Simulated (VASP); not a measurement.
Set up this calculation in VASP 6.6.1, as the native input.

| Item | Value |
| --- | --- |
| Task | single point |
| Functional | PBE |
| Potentials or basis | VASP PAW PBE potentials, release 64 (Bi_d, Te, O) |
| Cutoff | 520 eV |
| k mesh | 6 × 6 × 2 |
| Occupations | gaussian, width 0.1 eV |
| Spin | no spin polarisation |
| Dipole correction | no |
| Further INCAR settings | ALGO = Normal; EDIFF = 1e-06; NBANDS = 32 |

The structure of Bi2Te2O lies in POSCAR:

```
Bi2Te2O
1.0
    4.7978973700      0.0000000000      0.0000000000
   -2.3989486800      4.1551010100      0.0000000000
    0.0000000000      0.0000000000      7.8305000700
Bi Te O
2 2 1
Direct
    0.3333333300      0.6666666700      0.6387000100
    0.6666666700      0.3333333300      0.3612999900
    0.3333333300      0.6666666700      0.2719200000
    0.6666666700      0.3333333300      0.7280800000
    0.0000000000      0.0000000000      0.0000000000
```

These files were run (other wordings do the same):

INCAR

```
SYSTEM = Bi2Te2O
PREC     = Accurate       ! precision mode
ENCUT    = 520            ! plane-wave cutoff, eV
EDIFF    = 1E-6           ! SCF threshold, eV
ISMEAR   = 0              ! smearing method
SIGMA    = 0.1            ! smearing width, eV
LREAL    = .FALSE.        ! projectors in reciprocal space
LASPH    = .TRUE.         ! aspherical terms in the spheres
NELM     = 80             ! most SCF steps
ALGO     = Normal         ! electronic algorithm
ISIF     = 2              ! what is computed and relaxed
LWAVE    = .FALSE.        ! write WAVECAR
LCHARG   = .TRUE.         ! write CHGCAR
GGA      = PE             ! functional
LELF     = .TRUE.         ! ELF
LVHAR    = .TRUE.       
NBANDS   = 32             ! bands
```

KPOINTS

```
regular mesh
0
G
  6 6 2
  0 0 0
```

Potentials or basis: VASP PAW PBE potentials, release 64 (Bi_d, Te, O).

The run is started by

```console
$ cat potpaw_PBE.64/Bi_d/POTCAR potpaw_PBE.64/Te/POTCAR potpaw_PBE.64/O/POTCAR > POTCAR
$ mpirun -np 1 vasp_std > vasp.out
```

Results of the run:

```yaml
Pressure: 10.2 GPa
Largest_force: 2.501 eV/Å
Band_gap_on_the_k_mesh: zero (band 24 reaches 5.51 eV, above the bottom of band 25 at 5.17 eV)
```

Caveat: the k points lie up to 0.40 Å⁻¹ apart; spin-orbit coupling is left out, which moves the levels of the heavy elements; forces of over 1 eV/Å act on the atoms, so gaps and moduli don't describe the material at rest.

It took 63 s on 1 thread of Intel(R) Xeon(R) Platinum 8559C (Emerald Rapids) (shared host), peak memory 0.29 GiB.
